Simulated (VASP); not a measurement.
# Sc in VASP: settings compared, part 2 of 2

VASP 6.6.1. The steps go on from the part before.

**4. Single point, r2SCAN**

Contents of POSCAR:

```
Sc
1.0
    3.3090000000      0.0000000000      0.0000000000
   -1.6545000000      2.8656780611      0.0000000000
    0.0000000000      0.0000000000      5.2733000000
Sc
2
Direct
    0.6691860000      0.3239330000      0.7463070000
    0.3351240000      0.6657790000      0.2468990000
```

Contents of INCAR.step1:

```
PREC = Accurate
ENCUT = 520
ISMEAR = -1
SIGMA = 0.1
LREAL = False
LASPH = True
NELM = 80
NBANDS = 18
GGA = PE
ALGO = Normal
EDIFF = 1E-4
LWAVE = True
LCHARG = False
```

Contents of INCAR.step2:

```
PREC = Accurate
ENCUT = 520
EDIFF = 1E-7
ISMEAR = -1
SIGMA = 0.1
LREAL = False
LASPH = True
NELM = 80
ALGO = Normal
ISIF = 2
LWAVE = False
LCHARG = False
METAGGA = R2SCAN
LMIXTAU = True
NBANDS = 18
ISTART = 1
```

Contents of KPOINTS:

```
Automatic mesh
0
Gamma
  7 7 4
```

Potentials or basis: VASP PAW PBE potentials, release 64 (Sc_sv).

Command:

```
$ cat potpaw_PBE.64/Sc_sv/POTCAR > POTCAR
$ cp INCAR.step1 INCAR
$ mpirun -np 1 vasp_std > vasp.out
$ cp INCAR.step2 INCAR
$ mpirun -np 1 vasp_std > vasp.out
```

OUTCAR:

```text
PREC = Accurate
   ENCUT = 520
   EDIFF = 1E-7
   ISMEAR = -1
   LREAL = False
   LASPH = True
   NELM = 80
   ISIF = 2
   METAGGA = R2SCAN
   ISTART = 1

 ion  position               nearest neighbor table
   1  0.669  0.324  0.746-   2 3.24   2 3.24   2 3.25   2 3.26   2 3.27   2 3.27
   2  0.335  0.666  0.247-   1 3.24   1 3.24   1 3.25   1 3.26   1 3.27   1 3.27

  LATTYP: Found a hexagonal cell.
 ALAT       =     3.3090000000
 C/A-ratio  =     1.5936234512

  Lattice vectors:

 A1 = (   3.3090000000,   0.0000000000,   0.0000000000)
 A2 = (  -1.6545000000,   2.8656780611,   0.0000000000)
 A3 = (   0.0000000000,   0.0000000000,   5.2733000000)

Analysis of symmetry for initial positions (statically):
=====================================================================
 Subroutine PRICEL returns:
 Original cell was already a primitive cell.

 Routine SETGRP: Setting up the symmetry group for a
 hexagonal supercell.

 Subroutine GETGRP returns: Found  2 space group operations
 (whereof  1 operations were pure point group operations)
 out of a pool of 24 trial point group operations.

The static configuration has the point symmetry C_1 .
 The point group associated with its full space group is S_2 .

Analysis of symmetry for dynamics (positions and initial velocities):
=====================================================================
 Subroutine PRICEL returns:
 Original cell was already a primitive cell.

 Routine SETGRP: Setting up the symmetry group for a
 hexagonal supercell.

 Subroutine GETGRP returns: Found  2 space group operations
 (whereof  1 operations were pure point group operations)
 out of a pool of 24 trial point group operations.

The dynamic configuration has the point symmetry C_1 .
 The point group associated with its full space group is S_2 .

 Subroutine INISYM returns: Found  2 space group operations
[... 112 lines left out ...]
   ISMEAR =    -1;   SIGMA  =   0.10  broadening in eV -4-tet -1-fermi 0-gaus
   EFERMI_NEDOS =   21; number of points for ismear=-14 and -15
   IALGO  =     38    algorithm
   IMIX   =      4    mixing-type and parameters
     AMIX     =   0.40;   BMIX     =  1.00
     AMIX_MAG =   1.60;   BMIX_MAG =  1.00
  volume/ion in A,a.u.               =      25.00       168.72
  Fermi-wavevector in a.u.,A,eV,Ry     =   1.245127  2.352948 21.093660  1.550340
  Thomas-Fermi vector in A             =   2.379363
   LORBIT       =      0    0 simple, 1 ext, 2 COOP (PROOUT), +10 PAW based schemes
   METAGGA = R2SCAN    functional components
   LHFCALC =     F    Hartree Fock is set to
   AEXX    =    0.0000 exact exchange contribution
   IVDW    =     0    specifies the selected vdW correction
   LEPSILON=     F    determine dielectric tensor
   LRPA    =     F    only Hartree local field effects (RPA)
 non-spin polarized calculation
  energy-cutoff  :      520.00
  volume of cell :       50.00
 maximum number of plane-waves:      1387
 NGX is ok and might be reduce to    28
   NGX = 13   NGY = 13   NGZ = 19

 number of electron      21.9999999 magnetization

 Free energy of the ion-electron system (eV)
  ---------------------------------------------------
  ext. energy  EPLUGINS =         0.00000000
  ---------------------------------------------------
  free energy    TOTEN  =       -22.77484067 eV

  energy without entropy =      -22.65505695  energy(sigma->0) =      -22.71494881

 E-fermi :   3.6387     XC(G=0): -10.5439

 val. band max:        3.6358359276   @ k =  -0.1429   0.1429   0.0000
 cond. band min:       3.6417241789   @ k =   0.1429   0.0000   0.0000
 fundamental gap:      0.0058882514
 Fermi energy:         3.6387137623

 k-point     1 :       0.0000    0.0000    0.0000
  band No.  band energies     occupation
      1     -47.9135      2.00000
      2     -47.8494      2.00000
      3     -25.7608      2.00000
      4     -25.4159      2.00000
      5     -25.4112      2.00000
      6     -25.3570      2.00000
[... 481 lines left out ...]
      5     -25.5514      2.00000
      6     -25.5492      2.00000
[... 10 lines left out ...]
     17       7.6612      0.00000
     18       7.6656      0.00000

 [... further k-points ...]

------------------------ aborting loop because EDIFF is reached ----------------------------------------

  FORCE on cell =-STRESS in cart. coord.  units (eV):
  Direction    XX          YY          ZZ          XY          YZ          ZX
  --------------------------------------------------------------------------------------
  -------------------------------------------------------------------------------------
  Total        0.1484807      0.2526622     -0.2491684      0.0361038      0.0002913     -0.0002389
  in kB        4.7574470      8.0955098     -7.9835666      1.1567974      0.0093349     -0.0076548
  external PRESSURE =       1.6231301 kB  Pullay stress =       0.0000000 kB

 VOLUME and BASIS-vectors are now :
 -----------------------------------------------------------------------------
  energy-cutoff  :      520.00
  volume of cell :       50.00
      direct lattice vectors                 reciprocal lattice vectors
     3.309000000  0.000000000  0.000000000     0.302206105  0.174478776  0.000000000
    -1.654500000  2.865678061  0.000000000     0.000000000  0.348957552  0.000000000
     0.000000000  0.000000000  5.273300000     0.000000000  0.000000000  0.189634574

 POSITION                                       TOTAL-FORCE (eV/Angst)
 -----------------------------------------------------------------------------------
      1.67839      0.92829      3.93550        -0.023228      0.035284      0.012704
      0.00739      1.90791      1.30197         0.023228     -0.035284     -0.012704
 -----------------------------------------------------------------------------------
    total drift:                                0.000000      0.000002      0.000047

  FREE ENERGIE OF THE ION-ELECTRON SYSTEM (eV)
  ---------------------------------------------------
  free  energy   TOTEN  =       -22.7748406663 eV

  energy  without entropy=      -22.6550569525  energy(sigma->0) =      -22.71494881
```

Run time: 6.8 min. Hardware: 1 thread of Intel Xeon Platinum 8259CL at 2.50GHz (Skylake/Cascade Lake), shared host; peak memory 0.22 GiB.

What came out:

| Item | Value |
| --- | --- |
| Free energy | -22.7748 eV |
| Pressure | 0.2 GPa |
| Largest force | 0.044 eV/Å |
| Band gap on the k mesh | zero (bands 11 and 12 overlap by 1.46 eV) |

Forces in eV/Å, atoms in the order of the input:
```
Sc  -0.023  0.035  0.013
Sc   0.023 -0.035 -0.013
```

Levels at points of the mesh, in eV from the Fermi level:
```tsv
k point	band 7	band 8	band 9	band 10	band 11	band 12	band 13	band 14	band 15	band 16
(0.00, 0.00, 0.00)	-28.99	-28.99	-5.48	-1.72	0.26	1.81	1.82	1.94	2.24	2.27
(0.00, 0.00, 0.50)	-29.02	-29.02	-3.92	-3.91	1.00	1.02	1.75	1.75	1.77	1.77
```

Caveat: the PAW data sets were made with another functional, which shifts forces and pressure a little.

**5. Single point, PBE0**

Contents of POSCAR:

```
Sc
1.0
    3.3090000000      0.0000000000      0.0000000000
   -1.6545000000      2.8656780611      0.0000000000
    0.0000000000      0.0000000000      5.2733000000
Sc
2
Direct
    0.6666666667      0.3333333333      0.7500000000
    0.3333333333      0.6666666667      0.2500000000
```

Contents of INCAR.step1:

```
SYSTEM = Sc
PREC = Accurate
ENCUT = 520
EDIFF = 1E-5
ISMEAR = 0
SIGMA = 0.1
LREAL = .FALSE.
LASPH = .TRUE.
NELM = 60
ALGO = Normal
ISIF = 2
LWAVE = .TRUE.
GGA = PE
NBANDS = 18
```

Contents of INCAR.step2:

```
SYSTEM = Sc
PREC = Accurate
ENCUT = 520
EDIFF = 1E-6
ISMEAR = 0
SIGMA = 0.1
LREAL = .FALSE.
LASPH = .TRUE.
NELM = 60
ALGO = Normal
ISIF = 2
LWAVE = .FALSE.
LCHARG = .TRUE.
GGA = PE
LHFCALC = .TRUE.
AEXX = 0.25
PRECFOCK = Normal
LELF = .TRUE.
LVHAR = .TRUE.
ISTART = 1
NBANDS = 18
```

Contents of KPOINTS:

```
Automatic mesh
0
G
  5 5 3
  0 0 0
```

Potentials or basis: VASP PAW PBE potentials, release 64 (Sc_sv).

Command:

```
$ cat potpaw_PBE.64/Sc_sv/POTCAR > POTCAR
$ cp INCAR.step1 INCAR
$ mpirun -np 1 vasp_std > vasp.out
$ cp INCAR.step2 INCAR
$ mpirun -np 1 vasp_std > vasp.out
```

OUTCAR:

```text
SYSTEM = Sc
   PREC = Accurate
   ENCUT = 520
   EDIFF = 1E-6
   ISMEAR = 0
   LREAL = .FALSE.
   LASPH = .TRUE.
   NELM = 60
   ISIF = 2
   GGA = PE
   LHFCALC = .TRUE.
   AEXX = 0.25
   PRECFOCK = Normal
   ISTART = 1

 ion  position               nearest neighbor table
   1  0.667  0.333  0.750-   2 3.26   2 3.26   2 3.26   2 3.26   2 3.26   2 3.26
   2  0.333  0.667  0.250-   1 3.26   1 3.26   1 3.26   1 3.26   1 3.26   1 3.26

  LATTYP: Found a hexagonal cell.
 ALAT       =     3.3090000000
 C/A-ratio  =     1.5936234512
[... 395 lines left out ...]

  FORCE on cell =-STRESS in cart. coord.  units (eV):
  Direction    XX          YY          ZZ          XY          YZ          ZX
  --------------------------------------------------------------------------------------
  -------------------------------------------------------------------------------------
  Total        0.2742624      0.2742624      0.4494110      0.0000000      0.0000000      0.0000000
  in kB        8.7875990      8.7875990     14.3995059      0.0000000      0.0000000      0.0000000
  external PRESSURE =      10.6582346 kB  Pullay stress =       0.0000000 kB

 VOLUME and BASIS-vectors are now :
 -----------------------------------------------------------------------------
  energy-cutoff  :      520.00
  volume of cell :       50.00
      direct lattice vectors                 reciprocal lattice vectors
     3.309000000  0.000000000  0.000000000     0.302206105  0.174478776  0.000000000
    -1.654500000  2.865678061  0.000000000     0.000000000  0.348957552  0.000000000
     0.000000000  0.000000000  5.273300000     0.000000000  0.000000000  0.189634574

 POSITION                                       TOTAL-FORCE (eV/Angst)
 -----------------------------------------------------------------------------------
      1.65450      0.95523      3.95498        -0.000000      0.000000      0.000000
     -0.00000      1.91045      1.31832         0.000000     -0.000000      0.000000
 -----------------------------------------------------------------------------------
    total drift:                                0.000001      0.000001      0.000000

  FREE ENERGIE OF THE ION-ELECTRON SYSTEM (eV)
  ---------------------------------------------------
  free  energy   TOTEN  =       -16.4957535778 eV

  energy  without entropy=      -16.4900740809  energy(sigma->0) =      -16.49291383
```

OUTCAR.step1:

```text
SYSTEM = Sc
   PREC = Accurate
   ENCUT = 520
   EDIFF = 1E-5
   ISMEAR = 0
   LREAL = .FALSE.
   LASPH = .TRUE.
[... 418 lines left out ...]
      1.65450      0.95523      3.95498         0.000000     -0.000000      0.000000
     -0.00000      1.91045      1.31832        -0.000000      0.000000      0.000000
 -----------------------------------------------------------------------------------
    total drift:                               -0.000000      0.000000     -0.000000

  FREE ENERGIE OF THE ION-ELECTRON SYSTEM (eV)
  ---------------------------------------------------
  free  energy   TOTEN  =       -12.4628301715 eV

  energy  without entropy=      -12.4288259290  energy(sigma->0) =      -12.44582805
```

OSZICAR.step1:

```text
N       E                     dE             d eps       ncg     rms          rms(c)
DAV:   1     0.373431380315E+03    0.37343E+03   -0.11114E+04   360   0.131E+03
DAV:   2     0.803489324945E+01   -0.36540E+03   -0.35928E+03   448   0.548E+02
DAV:   3    -0.135343521676E+02   -0.21569E+02   -0.20844E+02   618   0.162E+02
DAV:   4    -0.139039600573E+02   -0.36961E+00   -0.36825E+00   558   0.187E+01
DAV:   5    -0.139077676669E+02   -0.38076E-02   -0.38070E-02   600   0.224E+00    0.748E+00
DAV:   6    -0.126337257050E+02    0.12740E+01   -0.29586E+00   470   0.187E+01    0.224E+00
DAV:   7    -0.124745669673E+02    0.15916E+00   -0.71877E-01   484   0.842E+00    0.895E-01
DAV:   8    -0.124648895216E+02    0.96774E-02   -0.36675E-02   468   0.240E+00    0.281E-01
DAV:   9    -0.124628264875E+02    0.20630E-02   -0.11696E-02   484   0.112E+00    0.295E-02
DAV:  10    -0.124628353929E+02   -0.89054E-05   -0.15824E-04   580   0.171E-01    0.105E-02
DAV:  11    -0.124628301715E+02    0.52214E-05   -0.97555E-06   346   0.292E-02
   1 F= -.12462830E+02 E0= -.12445828E+02  d E =-.340042E-01
```

Run time: 30 min. Hardware: 1 thread of Intel Xeon Platinum 8259CL at 2.50GHz (Skylake/Cascade Lake), shared host; peak memory 0.18 GiB.

Results:

```
Free energy            : -16.4958 eV
Pressure               : 1.1 GPa
Band gap on the k mesh : zero (bands 11 and 12 overlap by 2.06 eV)
```

Levels at points of the mesh, in eV from the Fermi level:
```csv
k point,band 8,band 9,band 10,band 11,band 12,band 13,band 14,band 15
"(0.00, 0.00, 0.00)",-31.33,-6.83,-2.41,-0.50,2.58,2.58,2.74,3.04
```

Caveat: the k points lie up to 0.44 Å⁻¹ apart, too coarse for converged energies and pressures of a metal; the PAW data sets were made with another functional, which shifts forces and pressure a little.

**6. Overview**

| level | cell | k mesh | smearing | grid for exact exchange (PRECFOCK) | share of exact exchange | gap on the mesh (eV) | pressure (GPa) | largest force (eV/Å) |
| --- | --- | --- | --- | --- | --- | --- | --- | --- |
| PBEsol | as given, atomic positions A | 7 × 7 × 4 | gaussian 0.05 eV | - | - | none | -3.1 | 0.05 |
| r2SCAN | as given, atomic positions A | 7 × 7 × 4 | fermi-dirac 0.1 eV | - | - | none | 0.2 | 0.04 |
| PBE0 | as given, atomic positions B | 5 × 5 × 3 | gaussian 0.1 eV | Normal | 0.25 | none | 1.1 | - |

Alike in all rows: task single point; potentials or basis VASP PAW PBE potentials, release 64 (Sc_sv); no spin polarisation; cutoff (eV) 520.

Caveats: some runs use coarse meshes; the PAW data sets were made with another functional, which shifts forces and pressure a little; the cell stands under tension (at least some runs).

Absolute energies hang on the potentials; compare differences alone.

The gap in the log of VASP goes by the Fermi energy; the results here count the filled bands.